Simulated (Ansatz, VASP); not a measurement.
Two plane-wave programs on AlNi

File INCAR:

```
PREC = Accurate
ENCUT = 520
EDIFF = 1E-7
ISMEAR = 0
SIGMA = 0.1
LREAL = False
LASPH = True
NELM = 80
ALGO = Fast
ISIF = 2
LWAVE = False
LCHARG = False
GGA = PE
NBANDS = 14
```

The input KPOINTS:

```
Automatic mesh
0
Gamma
  14 14 14
```

The input POSCAR:

```
AlNi
1.0
    2.8035486963      0.0000000000      0.0000000000
    0.0000000000      2.8035486963      0.0000000000
    0.0000000000      0.0000000000      2.8035486963
Al Ni
1 1
Direct
    0.0000000000      0.0000000000      0.0000000000
    0.5000000000      0.5000000000      0.5000000000
```

Input for Ansatz:

```yaml
crystal:
  lattice:
    - [2.8035486981, 0.0, 0.0]
    - [0.0, 2.8035486981, 0.0]
    - [0.0, 0.0, 2.8035486981]
  atoms:
    - { symbol: Al, position: [0.0, 0.0, 0.0] }
    - { symbol: Ni, position: [0.5, 0.5, 0.5] }
basis:
  ecutwfc: 420
kpoints:
  mp_grid: { grid: [14, 14, 14] }
hamiltonian:
  xc: pbe
scf:
  occupations: { method: gaussian, width: 0.1 }
output:
  forces: true
  stress: true
  eigenvalues: true
```

Alike in both runs: task single point; functional PBE; k mesh 14 × 14 × 14; occupations gaussian, width 0.1 eV; no spin polarisation.

|  | VASP | Ansatz |
| --- | --- | --- |
| version | VASP 6.6.1 | Ansatz 0.2.0 |
| potentials or method | VASP PAW PBE potentials, release 64 (Al, Ni), cutoff 520 eV | scalar-relativistic, plane waves, PAW |
| valence electrons in the cell | 13 | 21 |

VASP gave:

| Item | Value |
| --- | --- |
| gap on the k mesh at the Fermi level (eV) | none |
| pressure (GPa) | 18.4 |

Task: Estimate Ansatz's values.

Result: gap on the k mesh at the Fermi level (eV): none; pressure (GPa): 18.5.

A gap of «none» marks a metal or a gap that the smearing closes. With one functional, cell and mesh, what is left measures potentials, basis and numerics. VASP's potentials hold 13 valence electrons a cell and Ansatz's 21, so a difference there can come from the potentials and not from the codes.
